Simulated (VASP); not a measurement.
# BAs (F-43m) in VASP: notebook

Runs on BAs. Level: PBE. Tasks: single point.

Program: VASP 6.6.1. These are calculated values, not measurements. Logs are shortened: lines on timing, memory, paths and dates and some standing lists are left out, and cuts for length are marked.

## (1) The cell of the first run

It takes space group F-43m (No. 216, cubic). Conventional cell: a = 4.777 Å, b = 4.777 Å, c = 4.777 Å, α = 90.00°, β = 90.00°, γ = 90.00°. Within 2.7 Å of B (site symmetry -43m) lie 4 As at 2.07 Å. Within 2.7 Å of As (site symmetry -43m) lie 4 B at 2.07 Å.

## (2) Single point, PBE

INCAR

```
SYSTEM = BAs
ALGO = Normal
EDIFF = 1E-6
ENCUT = 500
GGA = PE
GGA_COMPAT = .FALSE.
ISIF = 2
ISMEAR = 0
LASPH = .TRUE.
LCHARG = .TRUE.
LELF = .TRUE.
LREAL = .FALSE.
LVHAR = .TRUE.
LWAVE = .FALSE.
NBANDS = 11
NELM = 120
PREC = Accurate
SIGMA = 0.01
```

KPOINTS

```
k-points
0
G
  5 5 5
  0 0 0
```

POSCAR

```
BAs
1.0
    3.3778490000      0.0000000000      0.0000000000
    1.6889245000      2.9253030441      0.0000000000
    1.6889245000      0.9751010147      2.7580021594
B As
1 1
Direct
    0.0000000000      0.0000000000      0.0000000000
    0.2500000000      0.2500000000      0.2500000000
```

Potentials or basis: VASP PAW PBE potentials, release 64 (B, As).

The run is started by

```bash
$ cat potpaw_PBE.64/B/POTCAR potpaw_PBE.64/As/POTCAR > POTCAR
$ mpirun -np 1 vasp_std > vasp.out
```

OUTCAR:

```text
SYSTEM = BAs
   EDIFF = 1E-6
   ENCUT = 500
   GGA = PE
   ISIF = 2
   ISMEAR = 0
   LASPH = .TRUE.
   LREAL = .FALSE.
   NELM = 120
   PREC = Accurate

 ion  position               nearest neighbor table
   1  0.000  0.000  0.000-   2 2.07   2 2.07   2 2.07   2 2.07
   2  0.250  0.250  0.250-   1 2.07   1 2.07   1 2.07   1 2.07

  LATTYP: Found a face centered cubic cell.
 ALAT       =     4.7769998674

  Lattice vectors:

 A1 = (   3.3778490000,   0.0000000000,   0.0000000000)
 A2 = (   1.6889245000,   2.9253030441,   0.0000000000)
 A3 = (   1.6889245000,   0.9751010147,   2.7580021594)

Analysis of symmetry for initial positions (statically):
=====================================================================
 Subroutine PRICEL returns:
 Original cell was already a primitive cell.

 Routine SETGRP: Setting up the symmetry group for a
 face centered cubic supercell.

 Subroutine GETGRP returns: Found 24 space group operations
 (whereof 24 operations were pure point group operations)
 out of a pool of 48 trial point group operations.

The static configuration has the point symmetry T_d .

Analysis of symmetry for dynamics (positions and initial velocities):
=====================================================================
 Subroutine PRICEL returns:
 Original cell was already a primitive cell.

 Routine SETGRP: Setting up the symmetry group for a
 face centered cubic supercell.

 Subroutine GETGRP returns: Found 24 space group operations
 (whereof 24 operations were pure point group operations)
 out of a pool of 48 trial point group operations.

The dynamic configuration has the point symmetry T_d .

 Subroutine INISYM returns: Found 24 space group operations
 (whereof 24 operations are pure point group operations),
 and found     1 'primitive' translations

----------------------------------------------------------------------------------------

                                     Primitive cell

  volume of cell :      27.2525

  direct lattice vectors                    reciprocal lattice vectors
     3.377849000  0.000000000  0.000000000     0.296046389 -0.170922463 -0.120860432
     1.688924500  2.925303044  0.000000000     0.000000000  0.341844925 -0.120860432
     1.688924500  0.975101015  2.758002159     0.000000000  0.000000000  0.362581297

  length of vectors
     3.377849000  3.377849000  3.377849000     0.362581297  0.362581297  0.362581297

  position of ions in fractional coordinates (direct lattice)
     0.000000000  0.000000000  0.000000000
     0.250000000  0.250000000  0.250000000

  ion indices of the primitive-cell ions
   primitive index   ion index
                 1           1
                 2           2

----------------------------------------------------------------------------------------

 KPOINTS: k-points

Automatic generation of k-mesh.
 Grid dimensions read from file:
 generate k-points for:    5    5    5

 Generating k-lattice:

  Cartesian coordinates                     Fractional coordinates (reciprocal lattice)
     0.059209278 -0.034184493 -0.024172086     0.200000000  0.000000000  0.000000000
     0.000000000  0.068368985 -0.024172086     0.000000000  0.200000000  0.000000000
     0.000000000  0.000000000  0.072516259     0.000000000  0.000000000  0.200000000

  Length of vectors
     0.072516259  0.072516259  0.072516259

  Shift w.r.t. Gamma in fractional coordinates (k-lattice)
     0.000000000  0.000000000  0.000000000

 Subroutine IBZKPT returns following result:
 ===========================================

 Found     10 irreducible k-points:

 Following reciprocal coordinates:
            Coordinates               Weight
  0.000000  0.000000  0.000000      1.000000
  0.200000  0.000000  0.000000      8.000000
  0.400000  0.000000  0.000000      8.000000
  0.200000  0.200000  0.000000      6.000000
  0.400000  0.200000  0.000000     24.000000
 -0.400000  0.200000 -0.000000     24.000000
 -0.200000  0.200000 -0.000000     12.000000
  0.400000  0.400000  0.000000      6.000000
 -0.400000  0.400000  0.000000     12.000000
 -0.400000  0.400000  0.200000     24.000000
   k-points           NKPTS =     10   k-points in BZ     NKDIM =     10   number of bands    NBANDS=     11
   number of dos      NEDOS =    301   number of ions     NIONS =      2
   total plane-waves  NPLWV =  21952
   dimension x,y,z NGX =    28 NGY =   28 NGZ =   28
   dimension x,y,z NGXF=    56 NGYF=   56 NGZF=   56
   ions per type =               1   1
   NGX,Y,Z   is equivalent  to a cutoff of  13.78, 13.78, 13.78 a.u.
   NGXF,Y,Z  is equivalent  to a cutoff of  27.56, 27.56, 27.56 a.u.
 SYSTEM =  BAs
   PREC   = accura    normal or accurate (medium, high low for compatibility)
   ISTART =      0    job   : 0-new  1-cont  2-samecut
   ICHARG =      2    charge: 1-file 2-atom 10-const
   ISPIN  =      1    spin polarized calculation?
   LNONCOLLINEAR =      F non collinear calculations
   LSORBIT =      F    spin-orbit coupling
   LASPH  =      T    aspherical Exc in radial PAW
   ENCUT  =  500.0 eV  36.75 Ry    6.06 a.u.   6.16  6.16  6.16*2*pi/ulx,y,z
   NELM   =    120;   NELMIN=  2; NELMDL= -5     # of ELM steps
   EDIFF  = 0.1E-05   stopping-criterion for ELM
   LREAL  =      F    real-space projection
   EDIFFG = 0.1E-04   stopping-criterion for IOM
   NSW    =      0    number of steps for IOM
   IBRION =     -1    ionic relax: 0-MD 1-quasi-New 2-CG
   NFREE  =      0    steps in history (QN), initial steepest desc. (CG)
   ISIF   =      2    stress and relaxation
   ISYM   =      2    0-nonsym 1-usesym 2-fastsym
   POTIM  = 0.5000    time-step for ionic-motion
   TEBEG  =    0.0;   TEEND  =   0.0 temperature during run
   PSTRESS=    0.0 pullay stress
   NELECT =       8.0000    total number of electrons
   NUPDOWN=      -1.0000    fix difference up-down
   EMIN   =  10.00;   EMAX   =-10.00  energy-range for DOS
   EFERMI =   0.00;   METHOD = LEGACY
   ISMEAR =     0;   SIGMA  =   0.01  broadening in eV -4-tet -1-fermi 0-gaus
   EFERMI_NEDOS =   21; number of points for ismear=-14 and -15
   IALGO  =     38    algorithm
   IMIX   =      4    mixing-type and parameters
     AMIX     =   0.40;   BMIX     =  1.00
     AMIX_MAG =   1.60;   BMIX_MAG =  1.00
  volume/ion in A,a.u.               =      13.63        91.95
  Fermi-wavevector in a.u.,A,eV,Ry     =   1.088018  2.056057 16.106361  1.183784
  Thomas-Fermi vector in A             =   2.224191
   LORBIT       =      0    0 simple, 1 ext, 2 COOP (PROOUT), +10 PAW based schemes
   GGA     = PE    functional components
   LHFCALC =     F    Hartree Fock is set to
   AEXX    =    0.0000 exact exchange contribution
   IVDW    =     0    specifies the selected vdW correction
   LEPSILON=     F    determine dielectric tensor
   LRPA    =     F    only Hartree local field effects (RPA)
 non-spin polarized calculation
 Gauss-broadening in eV      SIGMA  =   0.01
  energy-cutoff  :      500.00
  volume of cell :       27.25
 maximum number of plane-waves:       701
 NGX is ok and might be reduce to    28
   NGX = 13   NGY = 13   NGZ = 13

 number of electron       8.0000000 magnetization

 Free energy of the ion-electron system (eV)
  ---------------------------------------------------
  ext. energy  EPLUGINS =         0.00000000
  ---------------------------------------------------
  free energy    TOTEN  =       -11.35018368 eV

  energy without entropy =      -11.35018368  energy(sigma->0) =      -11.35018368

 E-fermi :   6.1991     XC(G=0): -10.5759

 val. band max:        6.1419720223   @ k =   0.0000   0.0000   0.0000
 cond. band min:       7.3116276269   @ k =   0.4000   0.4000   0.0000
 fundamental gap:      1.1696556046
 Fermi energy:         6.1990801627

 k-point     1 :       0.0000    0.0000    0.0000
  band No.  band energies     occupation
      1      -9.2640      2.00000
      2       6.1420      2.00000
      3       6.1420      2.00000
      4       6.1420      2.00000
      5       9.4118      0.00000
      6       9.4118      0.00000
      7       9.4118      0.00000
      8      10.8300      0.00000
      9      15.7224      0.00000
     10      19.0823      0.00000
     11      19.0823      0.00000

 k-point     2 :       0.2000    0.0000    0.0000
  band No.  band energies     occupation
      1      -8.6154      2.00000
      2       2.3782      2.00000
      3       5.2643      2.00000
      4       5.2643      2.00000
      5       9.3482      0.00000
      6      10.5273      0.00000
      7      10.5273      0.00000
      8      13.3245      0.00000
      9      17.2951      0.00000
     10      17.2951      0.00000
     11      17.3643      0.00000

 k-point     3 :       0.4000    0.0000    0.0000
  band No.  band energies     occupation
      1      -6.9281      2.00000
      2      -1.7906      2.00000
      3       4.4295      2.00000
      4       4.4295      2.00000
      5       8.8942      0.00000
      6      10.9540      0.00000
      7      10.9540      0.00000
      8      14.9990      0.00000
      9      18.2031      0.00000
     10      19.2684      0.00000
     11      19.2684      0.00000

 k-point     4 :       0.2000    0.2000    0.0000
  band No.  band energies     occupation
      1      -8.3953      2.00000
      2       3.1457      2.00000
      3       4.0066      2.00000
      4       4.0066      2.00000
      5       8.1276      0.00000
      6      11.4553      0.00000
      7      12.4691      0.00000
      8      12.4691      0.00000
      9      15.8826      0.00000
     10      18.7130      0.00000
     11      20.0374      0.00000

 k-point     5 :       0.4000    0.2000    0.0000
  band No.  band energies     occupation
      1      -6.9944      2.00000
      2      -0.3945      2.00000
      3       2.6596      2.00000
      4       3.2626      2.00000
      5       8.7386      0.00000
      6      11.5442      0.00000
      7      12.9472      0.00000
      8      13.4125      0.00000
      9      17.9962      0.00000
     10      20.4173      0.00000
     11      21.0694      0.00000

 k-point     6 :      -0.4000    0.2000   -0.0000
  band No.  band energies     occupation
      1      -5.9718      2.00000
      2      -2.1052      2.00000
      3       1.5891      2.00000
      4       3.6324      2.00000
      5       9.2121      0.00000
      6      12.2551      0.00000
      7      12.6381      0.00000
      8      15.2190      0.00000
      9      17.2522      0.00000
     10      18.6779      0.00000
     11      21.1619      0.00000

 k-point     7 :      -0.2000    0.2000   -0.0000
  band No.  band energies     occupation
      1      -7.5836      2.00000
      2       0.6685      2.00000
      3       2.0644      2.00000
      4       4.8473      2.00000
      5      10.0718      0.00000
      6      11.2540      0.00000
      7      12.1498      0.00000
      8      13.1456      0.00000
      9      16.0162      0.00000
     10      18.7653      0.00000
     11      20.3200      0.00000

 k-point     8 :       0.4000    0.4000    0.0000
  band No.  band energies     occupation
      1      -6.0123      2.00000
      2      -1.1817      2.00000
      3       2.2836      2.00000
      4       2.2836      2.00000
      5       7.3116      0.00000
      6       8.3871      0.00000
      7      16.5363      0.00000
      8      16.5363      0.00000
      9      18.4545      0.00000
     10      22.8809      0.00000
     11      22.9620      0.00000

 k-point     9 :      -0.4000    0.4000    0.0000
  band No.  band energies     occupation
      1      -5.0456      2.00000
      2      -2.1350      2.00000
      3       0.5102      2.00000
      4       2.4422      2.00000
      5       7.9613      0.00000
      6      10.5145      0.00000
      7      15.9855      0.00000
      8      16.3119      0.00000
      9      17.4544      0.00000
     10      20.3750      0.00000
     11      22.8314      0.00000

 k-point    10 :      -0.4000    0.4000    0.2000
  band No.  band energies     occupation
      1      -5.5484      2.00000
      2      -1.4915      2.00000
      3       0.6678      2.00000
      4       1.9750      2.00000
      5      10.5527      0.00000
      6      11.4454      0.00000
      7      12.2533      0.00000
      8      15.8097      0.00000
      9      17.2398      0.00000
     10      20.3269      0.00000
     11      22.7429      0.00000

------------------------ aborting loop because EDIFF is reached ----------------------------------------

  FORCE on cell =-STRESS in cart. coord.  units (eV):
  Direction    XX          YY          ZZ          XY          YZ          ZX
  --------------------------------------------------------------------------------------
  -------------------------------------------------------------------------------------
  Total        0.6107770      0.6107770      0.6107770      0.0000000     -0.0000000      0.0000000
  in kB       35.9077000     35.9077000     35.9077000      0.0000000     -0.0000000      0.0000000
  external PRESSURE =      35.9077000 kB  Pullay stress =       0.0000000 kB

 VOLUME and BASIS-vectors are now :
 -----------------------------------------------------------------------------
  energy-cutoff  :      500.00
  volume of cell :       27.25
      direct lattice vectors                 reciprocal lattice vectors
     3.377849000  0.000000000  0.000000000     0.296046389 -0.170922463 -0.120860432
     1.688924500  2.925303044  0.000000000     0.000000000  0.341844925 -0.120860432
     1.688924500  0.975101015  2.758002159     0.000000000  0.000000000  0.362581297

 POSITION                                       TOTAL-FORCE (eV/Angst)
 -----------------------------------------------------------------------------------
      0.00000      0.00000      0.00000        -0.000000     -0.000000      0.000000
      1.68892      0.97510      0.68950         0.000000      0.000000     -0.000000
 -----------------------------------------------------------------------------------
    total drift:                               -0.000000     -0.000000     -0.000000

  FREE ENERGIE OF THE ION-ELECTRON SYSTEM (eV)
  ---------------------------------------------------
  free  energy   TOTEN  =       -11.3501836840 eV

  energy  without entropy=      -11.3501836840  energy(sigma->0) =      -11.35018368
```

Run time: 4.3 s. Hardware: 1 thread of Intel Xeon 6975P-C (Granite Rapids), shared host; peak memory 0.15 GiB.

What came out:

```
Free energy            : -11.3502 eV
Pressure               : 3.6 GPa
Band gap on the k mesh : 1.17 eV, indirect (least direct gap 3.27 eV)
```

Caveat: the k points lie up to 0.46 Å⁻¹ apart. A k mesh can miss the band edges.

## (3) Single point, PBE

INCAR

```
  ALGO = Normal
  EDIFF = 1E-6
  ENCUT = 500
  GGA = PE
  GGA_COMPAT = False
  ISIF = 2
  ISMEAR = 0
  LASPH = True
  LCHARG = True
  LELF = True
  LREAL = False
  LVHAR = True
  LWAVE = False
  NBANDS = 11
  NELM = 120
  PREC = Accurate
  SIGMA = 0.01
```

KPOINTS

```
k-points
0
Gamma
  5 5 5
```

POSCAR is that of step 2.

Potentials or basis: VASP PAW PBE potentials, release 64 (B, As).

The run is started by

```bash
$ cat potpaw_PBE.64/B/POTCAR potpaw_PBE.64/As/POTCAR > POTCAR
$ mpirun -np 1 vasp_std > vasp.out
```

Wall time 4.2 s (1 thread of Intel Xeon 6975P-C (Granite Rapids), shared host); peak memory 0.15 GiB.

It converged, with:

| Quantity | Value |
| --- | --- |
| Free energy | -11.3502 eV |
| Pressure | 3.6 GPa |
| Band gap on the k mesh | 1.17 eV, indirect (least direct gap 3.27 eV) |

Levels at points of the mesh, in eV from the valence-band top:
```tsv
k point	band 1	band 2	band 3	band 4	band 5	band 6	band 7	band 8
(0.00, 0.00, 0.00)	-15.41	0.00	0.00	0.00	3.27	3.27	3.27	4.69
```

Caveat: the k points lie up to 0.46 Å⁻¹ apart. As with any semilocal functional, this PBE gap is likely too small.
